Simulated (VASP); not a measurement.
# TiSi16 (a cell with a defect) in VASP: notebook, part 2 of 2

VASP 6.6.1. The steps go on from the part before.

**3. Single point, PBE**

INCAR reads:

```
ALGO     = Normal         # electronic algorithm
EDIFF    = 1E-6           # SCF threshold, eV
ENCUT    = 520            # plane-wave cutoff, eV
GGA      = PE             # functional
ISIF     = 2              # what is computed and relaxed
ISMEAR   = 0              # smearing method
LASPH    = T              # aspherical terms in the spheres
LCHARG   = T              # write CHGCAR
LELF     = T              # ELF
LREAL    = Auto         
LVHAR    = T            
LWAVE    = F              # write WAVECAR
NBANDS   = 52             # bands
NELM     = 80             # most SCF steps
PREC     = Accurate       # precision mode
SIGMA    = 0.05           # smearing width, eV
```

KPOINTS reads:

```
k-points
0
Gamma
  2 2 2
```

POSCAR reads:

```
TiSi16
1.0
    0.0000000000      5.4300000000      5.4300000000
    5.4300000000      0.0000000000      5.4300000000
    5.4300000000      5.4300000000      0.0000000000
Si Ti
16 1
Direct
    0.0348716390     -0.0114882136     -0.0118000000
    0.1325789134      0.1250744936      0.1247617864
   -0.0092623389      0.0125711786      0.4982463168
    0.1326162063      0.1250554328      0.6173653775
   -0.0092909761      0.4985587477      0.0122738490
    0.1325907919      0.6176791897      0.1247548803
   -0.0092473297      0.4985377532      0.4982390424
    0.0916015654      0.6362691529      0.6359606814
    0.5047116022      0.0085696133      0.0082854512
    0.6633978821      0.1123212707      0.1120383978
    0.5047520258      0.0085431860      0.4782341621
    0.6140050645      0.1530557090      0.6163866483
    0.5047229282      0.4785139042      0.0082757827
    0.6139674033      0.6166662983      0.1527895028
    0.4603977901      0.5133156538      0.5130545120
    0.6140246777      0.6166287293      0.6163732965
    0.6790887661      0.7737534070      0.7734860037
```

Potentials or basis: VASP PAW PBE potentials, release 64 (Si, Ti_sv).

Launch:

```
$ cat potpaw_PBE.64/Si/POTCAR potpaw_PBE.64/Ti_sv/POTCAR > POTCAR
$ mpirun -np 1 vasp_std > vasp.out
```

OUTCAR:

```text
EDIFF = 1E-6
   ENCUT = 520
   GGA = PE
   ISIF = 2
   ISMEAR = 0
   LASPH = T
   LREAL = Auto
   NELM = 80
   PREC = Accurate

 ion  position               nearest neighbor table
   1  0.035  0.989  0.988-  10 2.33   6 2.33   2 2.33   4 2.33
   2  0.133  0.125  0.125-   1 2.33   9 2.34   3 2.34   5 2.34
   3  0.991  0.013  0.498-   4 2.34   2 2.34  12 2.36   8 2.37  17 3.00
   4  0.133  0.125  0.617-   1 2.33  11 2.34   7 2.34   3 2.34
   5  0.991  0.499  0.012-   6 2.34   2 2.34  14 2.36   8 2.37  17 3.00
   6  0.133  0.618  0.125-   1 2.33  13 2.34   7 2.34   5 2.34
   7  0.991  0.499  0.498-   4 2.34   6 2.34  16 2.36   8 2.37  17 3.00
   8  0.092  0.636  0.636-  15 2.31   3 2.37   7 2.37   5 2.37  17 2.59
   9  0.505  0.009  0.008-  10 2.31   2 2.34  12 2.46  14 2.46  17 2.59
  10  0.663  0.112  0.112-   9 2.31  11 2.31  13 2.31   1 2.33
  11  0.505  0.009  0.478-  10 2.31   4 2.34  16 2.46  12 2.46  17 2.59
  12  0.614  0.153  0.616-  15 2.27   3 2.36  17 2.41   9 2.46  11 2.46
  13  0.505  0.479  0.008-  10 2.31   6 2.34  16 2.46  14 2.46  17 2.59
  14  0.614  0.617  0.153-  15 2.27   5 2.36  17 2.41   9 2.46  13 2.46
[... 209 lines left out ...]
 k-point     1 :       0.0000    0.0000    0.0000
  band No.  band energies     occupation
      1     -49.9190      2.00000
      2     -26.3173      2.00000
      3     -26.2728      2.00000
      4     -26.2728      2.00000
      5      -5.6997      2.00000
      6      -3.5066      2.00000
[... 413 lines left out ...]
     49       9.8900      0.00000
     50      10.5148      0.00000
 [bands above 50 left out]

------------------------ aborting loop because EDIFF is reached ----------------------------------------

  FORCE on cell =-STRESS in cart. coord.  units (eV):
  Direction    XX          YY          ZZ          XY          YZ          ZX
  --------------------------------------------------------------------------------------
  -------------------------------------------------------------------------------------
  Total        8.4675934      8.4717745      8.4678590      0.8158110     -0.8168025      0.8154177
  in kB       42.3683053     42.3892260     42.3696341      4.0819782     -4.0869389      4.0800100
  external PRESSURE =      42.3757218 kB  Pullay stress =       0.0000000 kB

 VOLUME and BASIS-vectors are now :
 -----------------------------------------------------------------------------
  energy-cutoff  :      520.00
  volume of cell :      320.21
      direct lattice vectors                 reciprocal lattice vectors
     0.000000000  5.430000000  5.430000000    -0.092081031  0.092081031  0.092081031
     5.430000000  0.000000000  5.430000000     0.092081031 -0.092081031  0.092081031
     5.430000000  5.430000000  0.000000000     0.092081031  0.092081031 -0.092081031

 POSITION                                       TOTAL-FORCE (eV/Angst)
 -----------------------------------------------------------------------------------
     10.73355      5.55528      5.55697         0.067418     -0.067039     -0.067501
      1.35661      1.39736      1.39906         0.053502     -0.081305     -0.081308
      2.77374      8.08518      5.44797         0.102330     -0.101743     -0.048061
      4.03134      4.07240      1.39916         0.081144     -0.054056     -0.081464
      2.77382      5.44620      8.08672         0.101624     -0.047574     -0.101977
      4.03142      1.39739      4.07397         0.081450     -0.081012     -0.052613
[... 9 lines left out ...]
      6.69520      6.68106      6.68245         0.214669     -0.117599     -0.117276
      8.40151      7.88748      7.88893        -1.285919      1.287263      1.285827
 -----------------------------------------------------------------------------------
    total drift:                               -0.003497      0.000145      0.003940

  FREE ENERGIE OF THE ION-ELECTRON SYSTEM (eV)
  ---------------------------------------------------
  free  energy   TOTEN  =       -91.6218838697 eV

  energy  without entropy=      -91.5975430414  energy(sigma->0) =      -91.60971346
```

OSZICAR:

```text
N       E                     dE             d eps       ncg     rms          rms(c)
DAV:   1     0.344325971528E+03    0.34433E+03   -0.30886E+04   840   0.127E+03
DAV:   2    -0.567033957238E+02   -0.40103E+03   -0.38218E+03   960   0.248E+02
DAV:   3    -0.920474666644E+02   -0.35344E+02   -0.34487E+02  1196   0.662E+01
DAV:   4    -0.946044924012E+02   -0.25570E+01   -0.25239E+01  1304   0.156E+01
DAV:   5    -0.946767276402E+02   -0.72235E-01   -0.72121E-01  1048   0.233E+00    0.185E+01
DAV:   6    -0.945138972542E+02    0.16283E+00   -0.19269E+01  1140   0.212E+01    0.170E+01
DAV:   7    -0.924024205310E+02    0.21115E+01   -0.27129E+01  1136   0.262E+01    0.965E+00
DAV:   8    -0.917098024215E+02    0.69262E+00   -0.17523E+00  1020   0.579E+00    0.283E+00
DAV:   9    -0.916204389922E+02    0.89363E-01   -0.41891E-01  1260   0.264E+00    0.658E-01
DAV:  10    -0.916199467448E+02    0.49225E-03   -0.24306E-02  1104   0.586E-01    0.439E-01
DAV:  11    -0.916217563702E+02   -0.18096E-02   -0.74014E-03  1012   0.374E-01    0.230E-01
DAV:  12    -0.916218319818E+02   -0.75612E-04   -0.15044E-03  1040   0.188E-01    0.720E-02
DAV:  13    -0.916218686855E+02   -0.36704E-04   -0.19842E-04  1020   0.595E-02    0.279E-02
DAV:  14    -0.916218809973E+02   -0.12312E-04   -0.44871E-05  1032   0.256E-02    0.105E-02
DAV:  15    -0.916218835809E+02   -0.25836E-05   -0.60899E-06  1016   0.909E-03    0.354E-03
DAV:  16    -0.916218838697E+02   -0.28874E-06   -0.91913E-07   576   0.409E-03
   1 F= -.91621884E+02 E0= -.91609713E+02  d E =-.243408E-01
```

Run time: 7.8 min. Hardware: 1 thread of AMD EPYC 7R43 (Zen 3), shared host; peak memory 0.45 GiB.

What came out:

| Property | Result |
| --- | --- |
| Free energy | -91.6219 eV |
| Pressure | 4.2 GPa |
| Largest force | 2.228 eV/Å |
| Band gap on the k mesh | zero (band 38 reaches 6.91 eV, above the bottom of band 39 at 6.61 eV) |

Forces in eV/Å, atoms in the order of the input:
```
Si   0.067 -0.067 -0.068
Si   0.054 -0.081 -0.081
Si   0.102 -0.102 -0.048
Si   0.081 -0.054 -0.081
Si   0.102 -0.048 -0.102
Si   0.081 -0.081 -0.053
Si   0.048 -0.101 -0.103
Si  -0.008  0.007  0.008
Si  -0.036 -0.105 -0.105
Si   0.058 -0.060 -0.058
Si   0.105  0.036 -0.105
Si   0.117 -0.118 -0.215
Si   0.105 -0.105  0.036
Si   0.118 -0.214 -0.118
Si   0.076 -0.077 -0.075
Si   0.215 -0.118 -0.117
Ti  -1.286  1.287  1.286
```

Stress tensor (GPa, compression positive):
```
 4.24  0.41  0.41
 0.41  4.24 -0.41
 0.41 -0.41  4.24
```

Levels at points of the mesh, in eV from the Fermi level:
```tsv
k point	band 33	band 34	band 35	band 36	band 37	band 38	band 39	band 40	band 41	band 42
(0.00, 0.00, 0.00)	-1.53	-1.10	-1.10	-0.76	-0.60	-0.28	-0.28	-0.04	-0.04	0.17
(0.50, 0.00, 0.00)	-2.06	-2.06	-1.35	-1.35	-0.26	-0.14	-0.14	0.66	0.66	0.88
(0.00, 0.50, 0.00)	-1.83	-1.76	-1.35	-1.35	-0.18	0.01	0.13	0.42	0.62	0.77
(0.00, 0.00, 0.50)	-1.83	-1.76	-1.35	-1.35	-0.18	0.01	0.13	0.42	0.62	0.77
(0.50, 0.50, 0.50)	-1.83	-1.76	-1.35	-1.35	-0.18	0.01	0.13	0.42	0.62	0.77
(0.50, 0.50, 0.00)	-2.33	-2.03	-1.94	-1.81	-0.41	0.02	0.39	0.82	1.06	1.08
(0.00, 0.50, 0.50)	-2.33	-2.03	-1.94	-1.81	-0.41	0.02	0.39	0.81	1.06	1.08
(0.50, 0.00, 0.50)	-2.33	-2.03	-1.94	-1.81	-0.41	0.02	0.39	0.82	1.06	1.08
```

Caveat: the k points lie up to 0.50 Å⁻¹ apart.
